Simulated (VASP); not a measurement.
# SiC: relaxation of cell and atoms with LDA

SiC:

```
Si C
1.0
     3.09500    0.00000    0.00000
    -1.54750    2.68035    0.00000
     0.00000    0.00000   15.17000
Si C
6 6
Cartesian
  1.5475 0.8934 6.9524
  0.0000 1.7869 14.5374
  1.5475 0.8934 12.0101
  0.0000 1.7869 4.4251
  0.0000 0.0000 9.4812
  0.0000 0.0000 1.8962
  1.5475 0.8934 5.0562
  0.0000 1.7869 12.6412
  1.5475 0.8934 10.1138
  0.0000 1.7869 2.5288
  0.0000 0.0000 7.5850
  0.0000 0.0000 0.0000
```

```
Program                : VASP 6.6.1
Task                   : relaxation of cell and atoms
Functional             : LDA
Potentials or basis    : VASP PAW LDA potentials, release 64 (Si, C)
Cutoff                 : 600 eV
k mesh                 : 10 × 10 × 2
Occupations            : fermi-dirac, width 0.05 eV
Spin                   : no spin polarisation
Dipole correction      : no
Further INCAR settings : ALGO = Normal; EDIFF = 1e-06; IBRION = 2; EDIFFG = -0.01; NSW = 60; ISIF = 3
```

* Relaxed volume: 10.15 Å³/atom
* Relaxed cell: a = 3.061 Å, b = 3.061 Å, c = 15.019 Å, α = 90.00°, β = 90.00°, γ = 120.00°
* Space group after relaxing (to 0.1 Å): P6_3mc (No. 186)
* Energy gained by relaxing: 7.7 meV/atom
* Ionic steps: 7
* Pressure after relaxing: -0.1 GPa
* Largest force after relaxing: 0.009 eV/Å
* Band gap on the k mesh: 1.97 eV (least direct gap 3.07 eV)

Forces on the atoms (eV/Å):
```
Si   0.000  0.000 -0.003
Si   0.000  0.000 -0.003
Si   0.000  0.000 -0.006
Si   0.000  0.000 -0.006
Si   0.000  0.000 -0.005
Si   0.000  0.000 -0.005
C    0.000  0.000  0.002
C    0.000  0.000  0.002
C    0.000  0.000  0.003
C    0.000  0.000  0.003
C    0.000  0.000  0.009
C    0.000  0.000  0.009
```

Stress tensor (GPa, compression positive):
```
-0.06  0.00  0.00
 0.00 -0.06  0.00
 0.00  0.00 -0.14
```

The path:
```tsv
step	energy change (eV)	largest force (eV/Å)	pressure (GPa)	volume (Å³)
1	0.0000	0.1438	-7.05	125.85
2	0.0159	0.1286	8.51	117.63
3	-0.0926	0.0267	-0.05	121.81
4	-0.0926	0.0266	0.10	121.73
5	-0.0927	0.0126	0.11	121.73
6	-0.0927	0.0134	0.11	121.73
7	-0.0927	0.0089	-0.09	121.83
```

Final structure:
```
Si C
1.0
     3.06054    0.00000    0.00000
    -1.53027    2.65050    0.00000
     0.00000    0.00000   15.01896
Si C
6 6
Cartesian
  1.5303 0.8835 6.8833
  0.0000 1.7670 14.3927
  1.5303 0.8835 11.8925
  0.0000 1.7670 4.3830
  0.0000 0.0000 9.3876
  -1.5303 2.6505 1.8781
  1.5303 0.8835 5.0061
  0.0000 1.7670 12.5155
  1.5303 0.8835 10.0151
  0.0000 1.7670 2.5056
  0.0000 0.0000 7.5045
  0.0000 0.0000 15.0140
```

Levels at points of the mesh, in eV from the valence-band top:
| k point | band 20 | band 21 | band 22 | band 23 | band 24 | band 25 | band 26 | band 27 | band 28 | band 29 |
| --- | --- | --- | --- | --- | --- | --- | --- | --- | --- | --- |
| (0.00, 0.00, 0.00) | -0.30 | -0.30 | -0.04 | 0.00 | 0.00 | 5.30 | 5.47 | 5.89 | 6.40 | 6.56 |
| (0.50, 0.00, 0.00) | -2.28 | -1.83 | -1.80 | -1.68 | -1.11 | 1.97 | 2.16 | 3.16 | 3.86 | 4.54 |
| (0.00, 0.00, 0.50) | -0.64 | -0.10 | -0.10 | -0.10 | -0.10 | 5.37 | 5.37 | 6.12 | 6.12 | 6.89 |
| (0.50, 0.00, 0.50) | -2.38 | -1.73 | -1.73 | -1.32 | -1.32 | 2.01 | 2.01 | 3.38 | 3.38 | 4.82 |

It took 3.7 min on 1 thread of Intel(R) Xeon(R) 6975P-C (Granite Rapids), on a shared host, peak memory 0.29 GiB.

A k mesh can miss the band edges. LDA usually gives volumes a few per cent too small.
